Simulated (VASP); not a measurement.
# Al32O (a cell with a defect) in VASP: single point with PBE+D3(BJ)

Aim: the single point of Al32O (a cell with a defect) with PBE+D3(BJ).

All numbers are computed with VASP 6.6.1; they aren't measurements. Logs are shortened: lines on timing, memory, paths and dates and some standing lists are left out, and cuts for length are marked.

### 1 The cell of the first run

The cell holds a defect, 33 atoms: a = 8.100 Å, b = 8.100 Å, c = 8.100 Å, α = 90.00°, β = 90.00°, γ = 90.00°.

### 2 Single point, PBE+D3(BJ)

Input file INCAR:

```
SYSTEM = Al32O
PREC = Accurate
ENCUT = 520
EDIFF = 1E-6
ISMEAR = -1
SIGMA = 0.1
LREAL = Auto
LASPH = .True.
NELM = 100
ALGO = Normal
ISIF = 2
LWAVE = .False.
LCHARG = .False.
GGA = PE
IVDW = 12
NBANDS = 73
```

Input file KPOINTS:

```
regular mesh
0
Gamma
  3 3 3
  0 0 0
```

Input file POSCAR:

```
Al32O
1.0
    8.1000000000      0.0000000000      0.0000000000
    0.0000000000      8.1000000000      0.0000000000
    0.0000000000      0.0000000000      8.1000000000
Al O
32 1
Direct
    0.5023631896      0.0026339684     -0.0047874434
    0.7527990444      0.2529946295     -0.0063588006
    0.7527218129      0.0011716452      0.2456226383
    0.0031861824      0.0007699976     -0.0065001815
    0.2564297468      0.2538133767     -0.0066280270
    0.5004238569      0.5035014523     -0.0066682164
    0.7535053253      0.7565742496     -0.0065294554
    0.2562823402      0.0007729098      0.2465501720
    0.5008769953      0.2528714213      0.2456056801
    0.7430415223      0.5138386240      0.2361574528
    0.5004846285      0.0007876998      0.4962219729
    0.7433533052      0.2434980191      0.5064978226
    0.7535475703      0.0007815032      0.7493200465
    0.0042925660      0.5045485155     -0.0063250061
    0.2545438421      0.7549675849     -0.0047736992
    0.0137081779      0.2436505061      0.2361116657
    0.2561476126      0.5045371552      0.2455803782
    0.5004336627      0.7567348587      0.2465255978
    0.0042233686      0.0012784213      0.4970983821
    0.2561531821      0.2530585066      0.4969681191
    0.5009435846      0.5044881311      0.4971093483
    0.7527117112      0.7564083042      0.4971281719
    0.2545709841      0.0026626941      0.7474256583
    0.5006119607      0.2538842791      0.7491904024
    0.7527528366      0.5044709348      0.7489346676
    0.0041628774      0.7562928543      0.2456897887
    0.0137033153      0.5139484065      0.5068529083
    0.2563610739      0.7566127421      0.4962929957
    0.0042188379      0.2529410463      0.7489170556
    0.2564599947      0.5035445121      0.7493161187
    0.5023248199      0.7548984475      0.7474595385
    0.0032627170      0.7567843207      0.7493629553
   -0.1214275457      0.3789042824      0.3713639922
```

Potentials or basis: VASP PAW PBE potentials, release 64 (Al, O).

Run with:

```console
cat potpaw_PBE.64/Al/POTCAR potpaw_PBE.64/O/POTCAR > POTCAR
mpirun -np 1 vasp_std > vasp.out
```

OUTCAR:

```text
SYSTEM = Al32O
   PREC = Accurate
   ENCUT = 520
   EDIFF = 1E-6
   ISMEAR = -1
   LREAL = Auto
   LASPH = .True.
   NELM = 100
   ISIF = 2
   GGA = PE
   IVDW = 12
 IVDW          = 12

 ion  position               nearest neighbor table
   1  0.502  0.003  0.995-  15 2.84  31 2.84  23 2.84  13 2.85   5 2.85   7 2.85  18 2.85  24 2.85
                             8 2.85   9 2.87   3 2.87   2 2.87
   2  0.753  0.253  0.994-  29 2.84  25 2.84  13 2.84  24 2.84   1 2.87   4 2.88   6 2.88  14 2.88
                             3 2.89  10 2.89   9 2.89  16 2.89
   3  0.753  0.001  0.246-  22 2.84  26 2.84  18 2.85   7 2.85   1 2.87   4 2.88  11 2.88  19 2.88
                             9 2.88  12 2.89   2 2.89  16 2.89
   4  0.003  0.001  0.993-  16 2.78  32 2.80  13 2.83   7 2.83  26 2.85  29 2.85  15 2.85  23 2.85
                             3 2.88   2 2.88   8 2.90   5 2.90
   5  0.256  0.254  0.993-  16 2.78  24 2.80   6 2.83  30 2.83  29 2.85   9 2.85  23 2.85   1 2.85
                            14 2.88  17 2.88   8 2.90   4 2.90
   6  0.500  0.504  0.993-  10 2.78  30 2.79   5 2.83  24 2.83  17 2.84  25 2.85  31 2.85  15 2.85
                             2 2.88   9 2.88   7 2.90  18 2.90
   7  0.754  0.757  0.993-  10 2.78  13 2.80  32 2.83   4 2.83  25 2.84   3 2.85  31 2.85   1 2.85
                            14 2.88  26 2.88  18 2.90   6 2.90
   8  0.256  0.001  0.247-  16 2.78  18 2.80  11 2.83  28 2.83  26 2.84   9 2.85  15 2.85   1 2.85
                            19 2.88  20 2.88   4 2.90   5 2.90
   9  0.501  0.253  0.246-  20 2.84  17 2.84   5 2.85   8 2.85   1 2.87  11 2.88   6 2.88  21 2.88
[... 32 lines left out ...]
                            27 2.88  21 2.88  22 2.89  12 2.89
  26  0.004  0.756  0.246-   3 2.84  19 2.84   8 2.84   4 2.85  15 2.87  28 2.88   7 2.88  22 2.88
                            17 2.89  14 2.89  27 2.89  10 2.89
  27  0.014  0.514  0.507-  33 1.90  30 2.78  28 2.78  32 2.78  25 2.88  29 2.88  20 2.89  22 2.89
                            26 2.89  17 2.89  12 3.10  16 3.10  10 3.10
  28  0.256  0.757  0.496-  27 2.78  11 2.80  18 2.83   8 2.83  21 2.85  19 2.85  31 2.85  23 2.85
                            17 2.88  26 2.88  30 2.90  32 2.90
  29  0.004  0.253  0.749-   2 2.84  14 2.84   5 2.85   4 2.85  23 2.87  13 2.88  30 2.88  25 2.88
                            19 2.88  27 2.88  12 2.89  20 2.89
  30  0.256  0.504  0.749-  27 2.78   6 2.79   5 2.83  24 2.83  14 2.84  21 2.85  31 2.85  15 2.85
                            20 2.88  29 2.88  28 2.90  32 2.90
  31  0.502  0.755  0.747-   1 2.84  23 2.84  15 2.84  13 2.85  11 2.85  28 2.85   7 2.85  30 2.85
                             6 2.85  22 2.87  21 2.87  25 2.87
  32  0.003  0.757  0.749-  27 2.78   4 2.80  13 2.83   7 2.83  14 2.84  19 2.85  15 2.85  23 2.85
                            22 2.88  25 2.88  28 2.90  30 2.90
  33  0.879  0.379  0.371-  16 1.90  27 1.90  10 1.90  12 1.90

  LATTYP: Found a simple cubic cell.
 ALAT       =     8.1000000000

  Lattice vectors:

 A1 = (   8.1000000000,   0.0000000000,   0.0000000000)
 A2 = (   0.0000000000,   8.1000000000,   0.0000000000)
 A3 = (   0.0000000000,   0.0000000000,   8.1000000000)

Analysis of symmetry for initial positions (statically):
[... 191 lines left out ...]
   ISMEAR =    -1;   SIGMA  =   0.10  broadening in eV -4-tet -1-fermi 0-gaus
   EFERMI_NEDOS =   21; number of points for ismear=-14 and -15
   IALGO  =     38    algorithm
   IMIX   =      4    mixing-type and parameters
     AMIX     =   0.40;   BMIX     =  1.00
     AMIX_MAG =   1.60;   BMIX_MAG =  1.00
  volume/ion in A,a.u.               =      16.10       108.68
  Fermi-wavevector in a.u.,A,eV,Ry     =   0.944329  1.784523 12.133087  0.891757
  Thomas-Fermi vector in A             =   2.072123
   LORBIT       =      0    0 simple, 1 ext, 2 COOP (PROOUT), +10 PAW based schemes
   GGA     = PE    functional components
   LHFCALC =     F    Hartree Fock is set to
   AEXX    =    0.0000 exact exchange contribution
   IVDW    =    12    specifies the selected vdW correction
   LEPSILON=     F    determine dielectric tensor
   LRPA    =     F    only Hartree local field effects (RPA)
 non-spin polarized calculation
  energy-cutoff  :      520.00
  volume of cell :      531.44
 maximum number of plane-waves:     14358
   NGX = 31   NGY = 31   NGZ = 31

 number of electron     102.0000013 magnetization

 Free energy of the ion-electron system (eV)
  ---------------------------------------------------
  ext. energy  EPLUGINS =         0.00000000
  ---------------------------------------------------
  free energy    TOTEN  =      -128.95623882 eV

  energy without entropy =     -128.60870136  energy(sigma->0) =     -128.78247009

 E-fermi :   7.9964     XC(G=0): -10.2357

 val. band max:        7.9740545664   @ k =  -0.3333   0.3333   0.0000
 cond. band min:       8.0656032602   @ k =   0.0000   0.3333   0.0000
 fundamental gap:      0.0915486939
 Fermi energy:         7.9963828134

 k-point     1 :       0.0000    0.0000    0.0000
  band No.  band energies     occupation
      1     -13.2898      2.00000
      2      -2.9594      2.00000
      3      -1.1321      2.00000
      4      -1.1313      2.00000
      5      -1.1303      2.00000
      6      -0.8572      2.00000
[... 913 lines left out ...]
     62       9.8348      0.00000
     63       9.8350      0.00000
 [bands above 63 left out]

------------------------ aborting loop because EDIFF is reached ----------------------------------------

 Edisp (eV)  -10.91406

 E8    (eV) :    -4.8579

  FORCE on cell =-STRESS in cart. coord.  units (eV):
  Direction    XX          YY          ZZ          XY          YZ          ZX
  --------------------------------------------------------------------------------------
  -------------------------------------------------------------------------------------
  Total      -8.36327    -8.36981    -8.36524    -0.01072     0.01233     0.00759
  in kB     -25.21340   -25.23313   -25.21935    -0.03232     0.03718     0.02289
  external pressure =      -25.22 kB  Pullay stress =        0.00 kB

 VOLUME and BASIS-vectors are now :
 -----------------------------------------------------------------------------
  energy-cutoff  :      520.00
  volume of cell :      531.44
      direct lattice vectors                 reciprocal lattice vectors
     8.100000000  0.000000000  0.000000000     0.123456790  0.000000000  0.000000000
     0.000000000  8.100000000  0.000000000     0.000000000  0.123456790  0.000000000
     0.000000000  0.000000000  8.100000000     0.000000000  0.000000000  0.123456790

 POSITION                                       TOTAL-FORCE (eV/Angst)
 -----------------------------------------------------------------------------------
      4.06914      0.02134      8.06122         0.000316     -0.000261      0.002939
      6.09767      2.04926      8.04849        -0.001008      0.001451      0.003957
      6.09705      0.00949      1.98954         0.002867     -0.001869     -0.000031
      0.02581      0.00624      8.04735         0.000834      0.000603     -0.000728
      2.07708      2.05589      8.04631        -0.000890     -0.001550      0.000188
      4.05343      4.07836      8.04599         0.001899      0.001241      0.002290
[... 25 lines left out ...]
      0.02643      6.12995      6.06984        -0.001068      0.000624     -0.000731
      7.11644      3.06912      3.00805        -0.005346     -0.006459      0.002565
 -----------------------------------------------------------------------------------
    total drift:                               -0.014647     -0.015605      0.012585

  FREE ENERGIE OF THE ION-ELECTRON SYSTEM (eV)
  ---------------------------------------------------
  free  energy   TOTEN  =      -139.8702980668 eV

  energy  without entropy=     -139.5227606082  energy(sigma->0) =     -139.69652934
```

OSZICAR:

```text
N       E                     dE             d eps       ncg     rms          rms(c)
DAV:   1     0.183900548549E+03    0.18390E+03   -0.36764E+04  2044   0.114E+03
[... 18 lines left out ...]
DAV:  20    -0.128956209274E+03    0.10515E-03   -0.28573E-04  2312   0.516E-02    0.199E-01
DAV:  21    -0.128956205672E+03    0.36022E-05   -0.17045E-05  2332   0.121E-02    0.196E-01
DAV:  22    -0.128956164598E+03    0.41073E-04   -0.48048E-05  2604   0.253E-02    0.160E-01
DAV:  23    -0.128956139113E+03    0.25485E-04   -0.18043E-04  2372   0.412E-02    0.104E-01
DAV:  24    -0.128956200479E+03   -0.61366E-04   -0.29695E-04  2224   0.596E-02    0.757E-02
DAV:  25    -0.128956238353E+03   -0.37873E-04   -0.90800E-05  2316   0.299E-02    0.796E-02
DAV:  26    -0.128956238822E+03   -0.46940E-06   -0.26185E-06  2000   0.548E-03
   1 F= -.13987030E+03 E0= -.13969653E+03  d E =-.347537E+00
```

It took 8.5 min on 1 thread of Intel Xeon 6975P-C (Granite Rapids), shared host; peak memory 0.66 GiB.

What came out:

```
Free energy                : -139.8703 eV
Pressure                   : -2.5 GPa
Largest force              : 0.011 eV/Å
Band gap on the k mesh     : zero (bands 51 and 52 overlap by 0.32 eV)
Dispersion energy per atom : -0.331 eV
```

Forces in eV/Å, atoms in the order of the input:
```
Al   0.000  0.000  0.003
Al  -0.001  0.001  0.004
Al   0.003 -0.002  0.000
Al   0.001  0.001 -0.001
Al  -0.001 -0.002  0.000
Al   0.002  0.001  0.002
Al   0.001  0.001  0.000
Al   0.000 -0.001 -0.001
Al   0.000  0.005 -0.001
Al   0.002  0.009 -0.007
Al  -0.001  0.000 -0.005
Al  -0.002  0.001  0.000
Al   0.006 -0.002  0.000
Al  -0.004 -0.004  0.004
Al  -0.003 -0.003  0.002
Al   0.007 -0.003 -0.007
Al  -0.002 -0.003  0.002
Al   0.001 -0.001  0.001
Al  -0.001 -0.005 -0.004
Al   0.000  0.000  0.003
Al  -0.003  0.000 -0.003
Al   0.001  0.000 -0.001
Al  -0.001  0.000  0.001
Al  -0.002  0.003  0.001
Al   0.002  0.001  0.003
Al  -0.003  0.000  0.003
Al   0.004  0.006 -0.005
Al   0.000  0.002 -0.001
Al   0.001  0.004  0.003
Al  -0.002  0.000  0.000
Al   0.001 -0.004  0.001
Al  -0.001  0.001 -0.001
O   -0.005 -0.006  0.003
```

Levels at points of the mesh, in eV from the Fermi level:
| k point | band 48 | band 49 | band 50 | band 51 | band 52 | band 53 | band 54 | band 55 |
| --- | --- | --- | --- | --- | --- | --- | --- | --- |
| (0.00, 0.00, 0.00) | -0.67 | 0.13 | 0.14 | 0.14 | 0.32 | 0.47 | 0.47 | 0.47 |

The gap in the log of VASP goes by the Fermi energy; the results here count the filled bands.